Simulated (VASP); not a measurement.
# ZrB (Fm-3m) in VASP: further runs

Runs on ZrB. Level: PBE. Tasks: single point.

All numbers are computed with VASP 6.6.1; they aren't measurements. Logs are shortened: lines on timing, memory, paths and dates and some standing lists are left out, and cuts for length are marked.

## Step 1: The cell of the first run

Symmetry: Fm-3m, No. 225, cubic system. The conventional cell has a = 4.650 Å, b = 4.650 Å, c = 4.650 Å, α = 90.00°, β = 90.00°, γ = 90.00°. Within 3.1 Å of Zr (site symmetry m-3m) lie 6 B at 2.33 Å. Within 3.1 Å of B (site symmetry m-3m) lie 6 Zr at 2.33 Å.

## Step 2: Single point, PBE

File INCAR:

```
SYSTEM = ZrB
ALGO = Normal ; EDIFF = 1E-7
ENCUT = 520 ; GGA = PE
ISIF = 2 ; ISMEAR = 0
LASPH = .TRUE. ; LCHARG = .FALSE.
LREAL = .FALSE. ; LWAVE = .FALSE.
NBANDS = 14 ; NELM = 100
PREC = Accurate ; SIGMA = 0.025
```

File KPOINTS:

```
k-points
0
G
  10 10 10
  0 0 0
```

File POSCAR:

```
ZrB
1.0
    0.0000000000      2.3250000000      2.3250000000
    2.3250000000      0.0000000000      2.3250000000
    2.3250000000      2.3250000000      0.0000000000
Zr B
1 1
Direct
    0.0000000000      0.0000000000      0.0000000000
    0.5000000000      0.5000000000      0.5000000000
```

Potentials or basis: VASP PAW PBE potentials, release 64 (Zr_sv, B).

On the command line:

```bash
$ cat potpaw_PBE.64/Zr_sv/POTCAR potpaw_PBE.64/B/POTCAR > POTCAR
$ mpirun -np 1 vasp_std > vasp.out
```

OUTCAR:

```text
SYSTEM = ZrB
   EDIFF = 1E-7
   ENCUT = 520
   GGA = PE
   ISIF = 2
   ISMEAR = 0
   LASPH = .TRUE.
   LREAL = .FALSE.
   NELM = 100
   PREC = Accurate

 ion  position               nearest neighbor table
   1  0.000  0.000  0.000-   2 2.33   2 2.33   2 2.33   2 2.33   2 2.33   2 2.33
   2  0.500  0.500  0.500-   1 2.33   1 2.33   1 2.33   1 2.33   1 2.33   1 2.33

  LATTYP: Found a face centered cubic cell.
 ALAT       =     4.6500000000

  Lattice vectors:

 A1 = (   0.0000000000,   2.3250000000,   2.3250000000)
 A2 = (   2.3250000000,   0.0000000000,   2.3250000000)
 A3 = (   2.3250000000,   2.3250000000,   0.0000000000)

Analysis of symmetry for initial positions (statically):
=====================================================================
 Subroutine PRICEL returns:
 Original cell was already a primitive cell.

 Routine SETGRP: Setting up the symmetry group for a
 face centered cubic supercell.

 Subroutine GETGRP returns: Found 48 space group operations
 (whereof 48 operations were pure point group operations)
 out of a pool of 48 trial point group operations.

The static configuration has the point symmetry O_h .

Analysis of symmetry for dynamics (positions and initial velocities):
=====================================================================
 Subroutine PRICEL returns:
 Original cell was already a primitive cell.

 Routine SETGRP: Setting up the symmetry group for a
 face centered cubic supercell.

 Subroutine GETGRP returns: Found 48 space group operations
 (whereof 48 operations were pure point group operations)
 out of a pool of 48 trial point group operations.

The dynamic configuration has the point symmetry O_h .

 Subroutine INISYM returns: Found 48 space group operations
 (whereof 48 operations are pure point group operations),
 and found     1 'primitive' translations

----------------------------------------------------------------------------------------

                                     Primitive cell

  volume of cell :      25.1362

  direct lattice vectors                    reciprocal lattice vectors
     0.000000000  2.325000000  2.325000000    -0.215053763  0.215053763  0.215053763
     2.325000000  0.000000000  2.325000000     0.215053763 -0.215053763  0.215053763
     2.325000000  2.325000000  0.000000000     0.215053763  0.215053763 -0.215053763

  length of vectors
     3.288046533  3.288046533  3.288046533     0.372484045  0.372484045  0.372484045

  position of ions in fractional coordinates (direct lattice)
[... 83 lines left out ...]
   IBRION =     -1    ionic relax: 0-MD 1-quasi-New 2-CG
   NFREE  =      0    steps in history (QN), initial steepest desc. (CG)
   ISIF   =      2    stress and relaxation
   ISYM   =      2    0-nonsym 1-usesym 2-fastsym
   POTIM  = 0.5000    time-step for ionic-motion
   TEBEG  =    0.0;   TEEND  =   0.0 temperature during run
   PSTRESS=    0.0 pullay stress
   NELECT =      15.0000    total number of electrons
   NUPDOWN=      -1.0000    fix difference up-down
   EMIN   =  10.00;   EMAX   =-10.00  energy-range for DOS
   EFERMI =   0.00;   METHOD = LEGACY
   ISMEAR =     0;   SIGMA  =   0.03  broadening in eV -4-tet -1-fermi 0-gaus
   EFERMI_NEDOS =   21; number of points for ismear=-14 and -15
   IALGO  =     38    algorithm
   IMIX   =      4    mixing-type and parameters
     AMIX     =   0.40;   BMIX     =  1.00
     AMIX_MAG =   1.60;   BMIX_MAG =  1.00
  volume/ion in A,a.u.               =      12.57        84.81
  Fermi-wavevector in a.u.,A,eV,Ry     =   1.378285  2.604581 25.846565  1.899669
  Thomas-Fermi vector in A             =   2.503360
   LORBIT       =      0    0 simple, 1 ext, 2 COOP (PROOUT), +10 PAW based schemes
   GGA     = PE    functional components
   LHFCALC =     F    Hartree Fock is set to
   AEXX    =    0.0000 exact exchange contribution
   IVDW    =     0    specifies the selected vdW correction
   LEPSILON=     F    determine dielectric tensor
   LRPA    =     F    only Hartree local field effects (RPA)
 non-spin polarized calculation
 Gauss-broadening in eV      SIGMA  =   0.03
  energy-cutoff  :      520.00
  volume of cell :       25.14
 maximum number of plane-waves:       700
   NGX = 13   NGY = 13   NGZ = 13

 number of electron      15.0000000 magnetization

 Free energy of the ion-electron system (eV)
  ---------------------------------------------------
  ext. energy  EPLUGINS =         0.00000000
  ---------------------------------------------------
  free energy    TOTEN  =       -15.58217087 eV

  energy without entropy =      -15.58170911  energy(sigma->0) =      -15.58193999

 E-fermi :   9.0085     XC(G=0): -12.2231

 val. band max:        8.9660200970   @ k =   0.3000   0.2000   0.1000
 cond. band min:       9.0251940745   @ k =   0.5000   0.3000   0.1000
 fundamental gap:      0.0591739775
 Fermi energy:         9.0085051599

 k-point     1 :       0.0000    0.0000    0.0000
  band No.  band energies     occupation
      1     -37.7521      2.00000
      2     -15.4928      2.00000
      3     -15.4928      2.00000
      4     -15.4928      2.00000
      5       0.6805      2.00000
      6      10.9456      0.00000
      7      10.9456      0.00000
      8      10.9456      0.00000
      9      12.7221      0.00000
     10      12.7221      0.00000
     11      12.8183      0.00000
     12      12.8183      0.00000
     13      12.8183      0.00000
     14      20.1660      0.00000
[... 377 lines left out ...]
      1     -37.6232      2.00000
      2     -16.1972      2.00000
      3     -15.7759      2.00000
      4     -15.7456      2.00000
      5       2.8909      2.00000
      6       7.3570      2.00000
      7       8.2675      2.00000
      8      10.3804      0.00000
      9      11.1975      0.00000
     10      14.6526      0.00000
     11      16.2531      0.00000
     12      16.4989      0.00000
     13      20.6761      0.00000
     14      23.2732      0.00000

 [... further k-points ...]
[... 5 lines left out ...]
  --------------------------------------------------------------------------------------
  -------------------------------------------------------------------------------------
  Total        5.4311140      5.4311140      5.4311140     -0.0000000      0.0000000      0.0000000
  in kB      346.1789326    346.1789326    346.1789326     -0.0000000      0.0000000      0.0000000
  external PRESSURE =     346.1789326 kB  Pullay stress =       0.0000000 kB

 VOLUME and BASIS-vectors are now :
 -----------------------------------------------------------------------------
  energy-cutoff  :      520.00
  volume of cell :       25.14
      direct lattice vectors                 reciprocal lattice vectors
     0.000000000  2.325000000  2.325000000    -0.215053763  0.215053763  0.215053763
     2.325000000  0.000000000  2.325000000     0.215053763 -0.215053763  0.215053763
     2.325000000  2.325000000  0.000000000     0.215053763  0.215053763 -0.215053763

 POSITION                                       TOTAL-FORCE (eV/Angst)
 -----------------------------------------------------------------------------------
      0.00000      0.00000      0.00000        -0.000000     -0.000000      0.000000
      2.32500      2.32500      2.32500         0.000000      0.000000      0.000000
 -----------------------------------------------------------------------------------
    total drift:                                0.000000     -0.000000     -0.000000

  FREE ENERGIE OF THE ION-ELECTRON SYSTEM (eV)
  ---------------------------------------------------
  free  energy   TOTEN  =       -15.5821708711 eV

  energy  without entropy=      -15.5817091132  energy(sigma->0) =      -15.58193999
```

OSZICAR:

```text
N       E                     dE             d eps       ncg     rms          rms(c)
DAV:   1     0.977632604719E+02    0.97763E+02   -0.80017E+03  1316   0.104E+03
DAV:   2    -0.136237208027E+02   -0.11139E+03   -0.10615E+03  1640   0.290E+02
DAV:   3    -0.172658872560E+02   -0.36422E+01   -0.36114E+01  1946   0.443E+01
DAV:   4    -0.173272139520E+02   -0.61327E-01   -0.61305E-01  1596   0.548E+00
DAV:   5    -0.173289043511E+02   -0.16904E-02   -0.16903E-02  2016   0.575E-01    0.234E+01
DAV:   6    -0.155865563320E+02    0.17423E+01   -0.24346E+00  1534   0.142E+01    0.889E+00
DAV:   7    -0.155777675705E+02    0.87888E-02   -0.30046E-01  1876   0.386E+00    0.371E+00
DAV:   8    -0.155826639316E+02   -0.48964E-02   -0.30412E-02  1606   0.159E+00    0.448E-01
DAV:   9    -0.155820823544E+02    0.58158E-03   -0.24350E-03  1490   0.327E-01    0.152E-01
DAV:  10    -0.155821755072E+02   -0.93153E-04   -0.31720E-04  1520   0.206E-01    0.269E-02
DAV:  11    -0.155821721838E+02    0.33234E-05   -0.11070E-05  1704   0.297E-02    0.381E-03
DAV:  12    -0.155821708671E+02    0.13167E-05   -0.63140E-07  1642   0.847E-03    0.235E-03
DAV:  13    -0.155821708711E+02   -0.39897E-08   -0.36458E-08   892   0.180E-03
   1 F= -.15582171E+02 E0= -.15581940E+02  d E =-.461758E-03
```

stdout:

```text
POSCAR found type information on POSCAR ZrB
 POSCAR found :  2 types and       2 ions
 scaLAPACK will be used
 LDA part: xc-table for (Slater+PW92), standard interpolation
 POSCAR, INCAR and KPOINTS ok, starting setup
 FFT: planning ... GRIDC
 FFT: planning ... GRID_SOFT
 FFT: planning ... GRID
 WAVECAR not read
 entering main loop
```

Wall time 11 s (1 thread of Intel Xeon Platinum 8488C (Sapphire Rapids), shared host); peak memory 0.14 GiB.

Results:

- Free energy: -15.5822 eV
- Pressure: 34.6 GPa

Levels at points of the mesh, in eV from the Fermi level:
| k point | band 5 | band 6 | band 7 | band 8 | band 9 | band 10 | band 11 | band 12 |
| --- | --- | --- | --- | --- | --- | --- | --- | --- |
| (0.00, 0.00, 0.00) | -8.33 | 1.94 | 1.94 | 1.94 | 3.71 | 3.71 | 3.81 | 3.81 |
| (0.50, 0.00, 0.00) | -4.19 | -3.61 | -1.41 | -1.41 | 5.79 | 5.79 | 7.38 | 8.27 |
| (0.50, 0.50, 0.00) | -6.50 | -1.11 | -0.30 | 2.54 | 2.54 | 5.49 | 6.95 | 6.95 |

## Step 3: Single point, PBE

File INCAR:

```
SYSTEM = ZrB
PREC = Accurate ; ENCUT = 520
EDIFF = 1E-7 ; ISMEAR = 0
SIGMA = 0.026000000000000002 ; LREAL = .False.
LASPH = .True. ; NELM = 100
ALGO = Normal ; ISIF = 2
LWAVE = .False. ; LCHARG = .False.
GGA = PE ; NBANDS = 14
```

File KPOINTS:

```
regular mesh
0
Gamma
  10 10 10
  0 0 0
```

POSCAR is that of step 2.

Potentials or basis: VASP PAW PBE potentials, release 64 (Zr_sv, B).

On the command line:

```bash
$ cat potpaw_PBE.64/Zr_sv/POTCAR potpaw_PBE.64/B/POTCAR > POTCAR
$ mpirun -np 1 vasp_std > vasp.out
```

It took 9.9 s on 1 thread of Intel Xeon Platinum 8488C (Sapphire Rapids), shared host; peak memory 0.15 GiB.

It converged, with:

| Property | Result |
| --- | --- |
| Free energy | -15.5822 eV |
| Pressure | 34.6 GPa |

Levels at points of the mesh, in eV from the Fermi level:
```tsv
k point	band 4	band 5	band 6	band 7	band 8	band 9	band 10	band 11	band 12	band 13
(0.00, 0.00, 0.00)	-24.50	-8.33	1.94	1.94	1.94	3.71	3.71	3.81	3.81	3.81
(0.50, 0.00, 0.00)	-24.59	-4.19	-3.61	-1.41	-1.41	5.79	5.79	7.38	8.27	13.39
(0.50, 0.50, 0.00)	-24.83	-6.50	-1.11	-0.30	2.54	2.54	5.49	6.95	6.95	10.68
```
